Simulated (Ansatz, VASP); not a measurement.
One calculation of Ru, two programs

File INCAR:

```
PREC = Accurate ; ENCUT = 520
EDIFF = 1E-7 ; ISMEAR = -1
SIGMA = 0.1 ; LREAL = False
LASPH = True ; NELM = 60
ALGO = Normal ; ISIF = 2
LWAVE = False ; LCHARG = False
GGA = CA ; NBANDS = 36
```

KPOINTS

```
regular mesh
0
Gamma
  14 9 8
```

The input POSCAR:

```
Ru
1.0
   -1.3376082022      2.3168053669      0.0000000000
    0.0000000000      0.0000000000      4.2244496844
    4.0128246067      2.3168053669      0.0000000000
Ru
4
Direct
    0.5000000000      0.2500000000      0.1666666670
    0.0000000000      0.2500000000      0.6666666670
    0.0000000000      0.7500000000      0.3333333330
    0.5000000000      0.7500000000      0.8333333330
```

Input for Ansatz:

```yaml
crystal:
  lattice:
    - [-1.3376082022, 2.3168053669, 0.0]
    - [0.0, 0.0, 4.2244496844]
    - [4.0128246067, 2.3168053669, 0.0]
  atoms:
    - { symbol: Ru, position: [0.5, 0.25, 0.166666667] }
    - { symbol: Ru, position: [0.0, 0.25, 0.666666667] }
    - { symbol: Ru, position: [0.0, 0.75, 0.333333333] }
    - { symbol: Ru, position: [0.5, 0.75, 0.833333333] }
kpoints:
  mp_grid: { grid: [14, 9, 8] }
scf:
  occupations: { method: fermi_dirac, width: 0.1 }
hamiltonian:
  xc: lda
  pseudopotentials: { kind: all_electron, lapw: { basis_error: 0.001 } }
output:
  forces: true
  stress: true
  eigenvalues: true
```

Alike in both runs: task single point; functional LDA; k mesh 14 × 9 × 8; occupations fermi-dirac, width 0.1 eV; no spin polarisation.

|  | VASP | Ansatz |
| --- | --- | --- |
| version | VASP 6.6.1 | Ansatz 0.2.0 |
| potentials or method | VASP PAW LDA potentials, release 64 (Ru_pv), cutoff 520 eV | all-electron LAPW, scalar-relativistic |

VASP gave:

| Item | Value |
| --- | --- |
| pressure (GPa) | 1.1 |
| traceless stress, the component that is largest in VASP (GPa) | 0.17 |
| rms of the force components (eV/Å) | 0.006 |

Estimate Ansatz's values.

pressure (GPa): 0.2; traceless stress, the component that is largest in VASP (GPa): 0.20; rms of the force components (eV/Å): 0.006.

LDA's correlation is that of Perdew and Zunger in VASP and of Perdew and Wang (1992) in Ansatz. Atom by atom the forces differ by 0.000 eV/Å (rms over components). Ansatz ran all-electron here, and VASP with PAW potentials.
